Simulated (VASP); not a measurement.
# Rh (Cmcm) in VASP: further runs, part 2 of 2

VASP 6.6.1.

### 3 Single point, PBEsol

This run uses another cell than the first one, of the same volume but with other edges.

INCAR reads:

```
ALGO = Fast
EDIFF = 1E-7
ENCUT = 520
GGA = PS
ISIF = 2
ISMEAR = 0
LASPH = True
LCHARG = False
LREAL = False
LWAVE = False
NBANDS = 38
NELM = 60
PREC = Accurate
SIGMA = 0.15
```

KPOINTS reads:

```
k-points
0
Gamma
  18 18 6
```

POSCAR reads:

```
Rh
1.0
    2.5775054375      0.0000000000      0.0000000000
   -1.2887527188      2.5718730977      0.0000000000
    0.0000000000      0.0000000000      8.0877844121
Rh
4
Direct
    0.0000000000      0.0000000000      0.0000000000
    0.3333333333      0.6666666667      0.2500000000
    0.0000000000      0.0000000000      0.5000000000
    0.6666666667      0.3333333333      0.7500000000
```

Potentials or basis: VASP PAW PBE potentials, release 64 (Rh_pv).

Command:

```console
$ cat potpaw_PBE.64/Rh_pv/POTCAR > POTCAR
$ mpirun -np 1 vasp_std > vasp.out
```

OUTCAR:

```text
EDIFF = 1E-7
   ENCUT = 520
   GGA = PS
   ISIF = 2
   ISMEAR = 0
   LASPH = True
   LREAL = False
   NELM = 60
   PREC = Accurate

 ion  position               nearest neighbor table
   1  0.000  0.000  0.000-   2 2.55   4 2.55   4 2.55   2 2.55   4 2.65   2 2.65
   2  0.333  0.667  0.250-   1 2.55   3 2.55   1 2.55   3 2.55   1 2.65   3 2.65
   3  0.000  0.000  0.500-   2 2.55   4 2.55   4 2.55   2 2.55   4 2.65   2 2.65
   4  0.667  0.333  0.750-   1 2.55   3 2.55   1 2.55   3 2.55   1 2.65   3 2.65

  LATTYP: Found a base centered orthorhombic cell.
 ALAT       =     2.5775054375
 B/A-ratio  =     1.9956296195
 C/A-ratio  =     3.1378340835

  Lattice vectors:

 A1 = (   1.2887527188,  -2.5718730977,   0.0000000000)
 A2 = (   1.2887527187,   2.5718730977,   0.0000000000)
 A3 = (   0.0000000000,   0.0000000000,   8.0877844121)

Analysis of symmetry for initial positions (statically):
=====================================================================
 Subroutine PRICEL returns:
 Original cell was already a primitive cell.

 Routine SETGRP: Setting up the symmetry group for a
 base centered orthorhombic supercell.

 Subroutine GETGRP returns: Found  8 space group operations
 (whereof  4 operations were pure point group operations)
 out of a pool of  8 trial point group operations.

The static configuration has the point symmetry C_2h.
 The point group associated with its full space group is D_2h.

Analysis of symmetry for dynamics (positions and initial velocities):
=====================================================================
 Subroutine PRICEL returns:
 Original cell was already a primitive cell.

 Routine SETGRP: Setting up the symmetry group for a
 base centered orthorhombic supercell.

 Subroutine GETGRP returns: Found  8 space group operations
 (whereof  4 operations were pure point group operations)
 out of a pool of  8 trial point group operations.

The dynamic configuration has the point symmetry C_2h.
 The point group associated with its full space group is D_2h.

 Subroutine INISYM returns: Found  8 space group operations
 (whereof  4 operations are pure point group operations),
 and found     1 'primitive' translations

----------------------------------------------------------------------------------------

                                     Primitive cell

  volume of cell :      53.6141

  direct lattice vectors                    reciprocal lattice vectors
     2.577505438  0.000000000  0.000000000     0.387972023  0.194410836  0.000000000
    -1.288752719  2.571873098  0.000000000     0.000000000  0.388821673  0.000000000
     0.000000000  0.000000000  8.087784412     0.000000000  0.000000000  0.123643256

  length of vectors
     2.577505438  2.876702070  8.087784412     0.433956063  0.388821673  0.123643256

  position of ions in fractional coordinates (direct lattice)
     0.000000000  0.000000000  0.000000000
     0.333333333  0.666666667  0.250000000
     0.000000000  0.000000000  0.500000000
     0.666666667  0.333333333  0.750000000

  ion indices of the primitive-cell ions
   primitive index   ion index
                 1           1
                 2           2
                 3           3
                 4           4

----------------------------------------------------------------------------------------
[... 28 lines left out ...]
  0.055556 -0.000000  0.000000      4.000000
  0.111111 -0.000000  0.000000      4.000000
  0.166667  0.000000  0.000000      4.000000
  0.222222  0.000000  0.000000      4.000000
  0.277778  0.000000  0.000000      4.000000
[... 16 lines left out ...]
 -0.333333  0.055556  0.000000      4.000000
 -0.277778  0.055556  0.000000      4.000000
 [... further k-points ...]
   k-points           NKPTS =    364   k-points in BZ     NKDIM =    364   number of bands    NBANDS=     38
   number of dos      NEDOS =    301   number of ions     NIONS =      4
   total plane-waves  NPLWV =  28800
   dimension x,y,z NGX =    20 NGY =   24 NGZ =   60
   dimension x,y,z NGXF=    40 NGYF=   48 NGZF=  120
   ions per type =               4
   NGX,Y,Z   is equivalent  to a cutoff of  12.90, 13.87, 12.33 a.u.
   NGXF,Y,Z  is equivalent  to a cutoff of  25.80, 27.74, 24.67 a.u.
 SYSTEM =  unknown system
   PREC   = accura    normal or accurate (medium, high low for compatibility)
   ISTART =      0    job   : 0-new  1-cont  2-samecut
   ICHARG =      2    charge: 1-file 2-atom 10-const
   ISPIN  =      1    spin polarized calculation?
   LNONCOLLINEAR =      F non collinear calculations
   LSORBIT =      F    spin-orbit coupling
   LASPH  =      T    aspherical Exc in radial PAW
   ENCUT  =  520.0 eV  38.22 Ry    6.18 a.u.   4.79  5.35 15.04*2*pi/ulx,y,z
   NELM   =     60;   NELMIN=  2; NELMDL= -5     # of ELM steps
   EDIFF  = 0.1E-06   stopping-criterion for ELM
   LREAL  =      F    real-space projection
   EDIFFG = 0.1E-05   stopping-criterion for IOM
   NSW    =      0    number of steps for IOM
   IBRION =     -1    ionic relax: 0-MD 1-quasi-New 2-CG
   NFREE  =      0    steps in history (QN), initial steepest desc. (CG)
   ISIF   =      2    stress and relaxation
   ISYM   =      2    0-nonsym 1-usesym 2-fastsym
   POTIM  = 0.5000    time-step for ionic-motion
   TEBEG  =    0.0;   TEEND  =   0.0 temperature during run
   PSTRESS=    0.0 pullay stress
   NELECT =      60.0000    total number of electrons
   NUPDOWN=      -1.0000    fix difference up-down
   EMIN   =  10.00;   EMAX   =-10.00  energy-range for DOS
   EFERMI =   0.00;   METHOD = LEGACY
   ISMEAR =     0;   SIGMA  =   0.15  broadening in eV -4-tet -1-fermi 0-gaus
   EFERMI_NEDOS =   21; number of points for ismear=-14 and -15
   IALGO  =     68    algorithm
   IMIX   =      4    mixing-type and parameters
     AMIX     =   0.40;   BMIX     =  1.00
     AMIX_MAG =   1.60;   BMIX_MAG =  1.00
  volume/ion in A,a.u.               =      13.40        90.45
  Fermi-wavevector in a.u.,A,eV,Ry     =   1.699674  3.211919 39.305767  2.888892
  Thomas-Fermi vector in A             =   2.779948
   LORBIT       =      0    0 simple, 1 ext, 2 COOP (PROOUT), +10 PAW based schemes
   GGA     = PS    functional components
   LHFCALC =     F    Hartree Fock is set to
   AEXX    =    0.0000 exact exchange contribution
   IVDW    =     0    specifies the selected vdW correction
   LEPSILON=     F    determine dielectric tensor
   LRPA    =     F    only Hartree local field effects (RPA)
 non-spin polarized calculation
 RMM-DIIS sequential band-by-band and
 Gauss-broadening in eV      SIGMA  =   0.15
  energy-cutoff  :      520.00
  volume of cell :       53.61
 maximum number of plane-waves:      1480
   NGX =  9   NGY = 11   NGZ = 31

 number of electron      60.0000007 magnetization

 Free energy of the ion-electron system (eV)
  ---------------------------------------------------
  ext. energy  EPLUGINS =         0.00000000
  ---------------------------------------------------
  free energy    TOTEN  =       -31.60621587 eV

  energy without entropy =      -31.53378040  energy(sigma->0) =      -31.56999813

 E-fermi :  12.2453     XC(G=0): -14.3557

 val. band max:       12.2449036288   @ k =   0.2222   0.1111   0.3333
 cond. band min:      12.2455187294   @ k =  -0.3333   0.0556   0.5000
 fundamental gap:      0.0006151006
 Fermi energy:        12.2453372892

 k-point     1 :       0.0000    0.0000    0.0000
  band No.  band energies     occupation
      1     -35.1301      2.00000
      2     -34.6612      2.00000
      3     -34.6085      2.00000
      4     -34.2675      2.00000
      5     -34.2672      2.00000
      6     -34.2300      2.00000
[... 973 lines left out ...]
     37      22.5394      0.00000
     38      25.9866      0.00000

 [... further k-points ...]

------------------------ aborting loop because EDIFF is reached ----------------------------------------

  FORCE on cell =-STRESS in cart. coord.  units (eV):
  Direction    XX          YY          ZZ          XY          YZ          ZX
  --------------------------------------------------------------------------------------
  -------------------------------------------------------------------------------------
  Total        6.8381838     -5.3148052      9.6922773      0.0000000     -0.0000000      0.0000000
  in kB      204.3490670   -158.8251372    289.6394559      0.0000000     -0.0000000      0.0000000
  external PRESSURE =     111.7211286 kB  Pullay stress =       0.0000000 kB

 VOLUME and BASIS-vectors are now :
 -----------------------------------------------------------------------------
  energy-cutoff  :      520.00
  volume of cell :       53.61
      direct lattice vectors                 reciprocal lattice vectors
     2.577505438  0.000000000  0.000000000     0.387972023  0.194410836  0.000000000
    -1.288752719  2.571873098  0.000000000     0.000000000  0.388821673  0.000000000
     0.000000000  0.000000000  8.087784412     0.000000000  0.000000000  0.123643256

 POSITION                                       TOTAL-FORCE (eV/Angst)
 -----------------------------------------------------------------------------------
      0.00000      0.00000      0.00000         0.000000      0.000000      0.000000
     -0.00000      1.71458      2.02195         0.000000     -0.522403     -0.000000
      0.00000      0.00000      4.04389         0.000000      0.000000      0.000000
      1.28875      0.85729      6.06584        -0.000000      0.522403      0.000000
 -----------------------------------------------------------------------------------
    total drift:                                0.000000     -0.000000      0.000000

  FREE ENERGIE OF THE ION-ELECTRON SYSTEM (eV)
  ---------------------------------------------------
  free  energy   TOTEN  =       -31.6062158730 eV

  energy  without entropy=      -31.5337803952  energy(sigma->0) =      -31.56999813
```

OSZICAR:

```text
N       E                     dE             d eps       ncg     rms          rms(c)
DAV:   1     0.774589040012E+03    0.77459E+03   -0.36595E+04 28008   0.184E+03
DAV:   2    -0.819126707681E+01   -0.78278E+03   -0.76080E+03 28910   0.577E+02
DAV:   3    -0.336185680792E+02   -0.25427E+02   -0.24728E+02 30608   0.114E+02
DAV:   4    -0.338684031521E+02   -0.24984E+00   -0.24961E+00 30654   0.113E+01
DAV:   5    -0.338726380152E+02   -0.42349E-02   -0.42348E-02 30780   0.149E+00    0.245E+01
RMM:   6    -0.317034050023E+02    0.21692E+01   -0.61098E+00 27834   0.166E+01    0.872E+00
RMM:   7    -0.317322935162E+02   -0.28889E-01   -0.69961E-01 28442   0.447E+00    0.457E+00
RMM:   8    -0.316325987405E+02    0.99695E-01   -0.21360E-01 28288   0.281E+00    0.278E+00
RMM:   9    -0.316083581101E+02    0.24241E-01   -0.59671E-02 28858   0.190E+00    0.681E-01
RMM:  10    -0.316061533361E+02    0.22048E-02   -0.61442E-03 30162   0.582E-01    0.808E-02
RMM:  11    -0.316062112498E+02   -0.57914E-04   -0.53217E-04 31672   0.165E-01    0.209E-02
RMM:  12    -0.316062148353E+02   -0.35855E-05   -0.11016E-04 33513   0.728E-02    0.112E-02
RMM:  13    -0.316062155956E+02   -0.76034E-06   -0.28672E-05 36586   0.337E-02    0.516E-03
RMM:  14    -0.316062157620E+02   -0.16635E-06   -0.41871E-06 37883   0.148E-02    0.340E-03
RMM:  15    -0.316062158935E+02   -0.13147E-06   -0.71004E-07 25073   0.713E-03    0.326E-04
RMM:  16    -0.316062158730E+02    0.20451E-07   -0.14248E-07 15947   0.339E-03
   1 F= -.31606216E+02 E0= -.31569998E+02  d E =-.724355E-01
```

Run time: 5.4 min. Hardware: 1 thread of Intel Xeon 6975P-C (Granite Rapids), shared host; peak memory 0.56 GiB.

What came out:

```yaml
Free_energy: -31.6062 eV
Pressure: 11.2 GPa
Largest_force: 0.522 eV/Å
Band_gap_on_the_k_mesh: zero (bands 30 and 31 overlap by 2.19 eV)
```

Forces on the atoms (eV/Å):
```
Rh   0.000  0.000  0.000
Rh   0.000 -0.522  0.000
Rh   0.000  0.000  0.000
Rh   0.000  0.522  0.000
```

Caveat: the cell differs from its parent crystal (strain +e along x and -e along y -0.0733, strain +e along z and -e/2 along x and y -0.0733); the stress differs along the axes, from -16 to 29 GPa; the PAW data sets were made with another functional, which shifts forces and pressure a little.

### 4 Single point, PBEsol

INCAR reads:

```
PREC = Accurate
ENCUT = 520
EDIFF = 1E-6
ISMEAR = 0
SIGMA = 0.15
LREAL = F
LASPH = T
NELM = 80
ALGO = Fast
ISIF = 2
LWAVE = F
LCHARG = F
GGA = PS
NBANDS = 38
```

KPOINTS reads:

```
regular mesh
0
Gamma
  18 18 6
```

POSCAR reads:

```
Rh
1.0
    2.8227209598      0.0000000000      0.0000000000
   -1.4113604799      1.9347844827      0.0000000000
    0.0000000000      0.0000000000      9.6875371721
Rh
4
Direct
    0.0000000000      0.0000000000      0.0000000000
    0.3333333333      0.6666666667      0.2500000000
    0.0000000000      0.0000000000      0.5000000000
    0.6666666667      0.3333333333      0.7500000000
```

Command:

```console
$ cat potpaw_PBE.64/Rh_pv/POTCAR > POTCAR
$ mpirun -np 1 vasp_std > vasp.out
```

Wall time 3.9 min (1 thread of Intel Xeon 6975P-C (Granite Rapids), shared host); peak memory 0.56 GiB.

It converged, with:

```
Free energy            : -29.4385 eV
Pressure               : 31.4 GPa
Largest force          : 0.221 eV/Å
Band gap on the k mesh : zero (bands 30 and 31 overlap by 4.07 eV)
```

Forces on the atoms (eV/Å):
```
Rh   0.000  0.000  0.000
Rh   0.000  0.221  0.000
Rh   0.000  0.000  0.000
Rh   0.000 -0.221  0.000
```

Stress tensor (GPa, compression positive):
```
 22.86   0.00   0.00
  0.00  92.15   0.00
  0.00   0.00 -20.84
```

Levels at points of the mesh, in eV from the Fermi level:
| k point | band 26 | band 27 | band 28 | band 29 | band 30 | band 31 | band 32 | band 33 | band 34 | band 35 |
| --- | --- | --- | --- | --- | --- | --- | --- | --- | --- | --- |
| (0.00, 0.00, 0.00) | -0.75 | -0.67 | -0.48 | -0.48 | -0.34 | -0.23 | -0.13 | 0.15 | 0.30 | 0.39 |
| (0.50, 0.00, 0.00) | -0.19 | 0.10 | 0.40 | 0.41 | 0.75 | 0.98 | 1.15 | 1.35 | 1.91 | 4.38 |
| (0.00, 0.50, 0.00) | -0.51 | 0.27 | 0.58 | 2.59 | 2.63 | 2.63 | 2.68 | 3.89 | 4.80 | 6.70 |
| (0.00, 0.00, 0.50) | -0.67 | -0.64 | -0.64 | -0.59 | -0.59 | 0.02 | 0.02 | 0.12 | 0.12 | 0.64 |
| (0.50, 0.00, 0.50) | -0.78 | 0.38 | 0.38 | 0.45 | 0.45 | 0.57 | 0.57 | 3.00 | 3.00 | 4.07 |
| (0.00, 0.50, 0.50) | -0.63 | -0.48 | -0.48 | 2.60 | 2.60 | 2.66 | 2.66 | 4.94 | 4.94 | 6.60 |

Caveat: the cell differs from its parent crystal (strain +e along x and -e along y +0.1100, strain +e along z and -e/2 along x and y +0.1100); the stress differs along the axes, from -21 to 92 GPa; the PAW data sets were made with another functional, which shifts forces and pressure a little.

### 5 The runs side by side

```tsv
cell	further INCAR settings	gap on the mesh (eV)	pressure (GPa)	largest force (eV/Å)
a = 2.774, b = 2.485, c = 9.367 Å, angles 90.0, 90.0, 123.9°, 4 atoms	ALGO = Fast; EDIFF = 1e-07; NBANDS = 38	none	13.3	0.20
a = 2.578, b = 2.877, c = 8.088 Å, angles 90.0, 90.0, 116.6°, 4 atoms	ALGO = Fast; EDIFF = 1e-07; NBANDS = 38	none	11.2	0.52
a = 2.823, b = 2.395, c = 9.688 Å, angles 90.0, 90.0, 126.1°, 4 atoms	ALGO = Fast; EDIFF = 1e-06; NBANDS = 38	none	31.4	0.22
```

Alike in all rows: task single point; level PBEsol; potentials or basis VASP PAW PBE potentials, release 64 (Rh_pv); no spin polarisation; k mesh 18 × 18 × 6; cutoff (eV) 520; smearing gaussian 0.15 eV.

Caveats: the PAW data sets were made with another functional, which shifts forces and pressure a little; the stress differs along the axes, from -19 to 57 GPa (at least some runs); the stress differs along the axes, from -16 to 29 GPa (at least some runs); the stress differs along the axes, from -21 to 92 GPa (at least some runs).

Absolute energies hang on the potentials; compare differences alone.
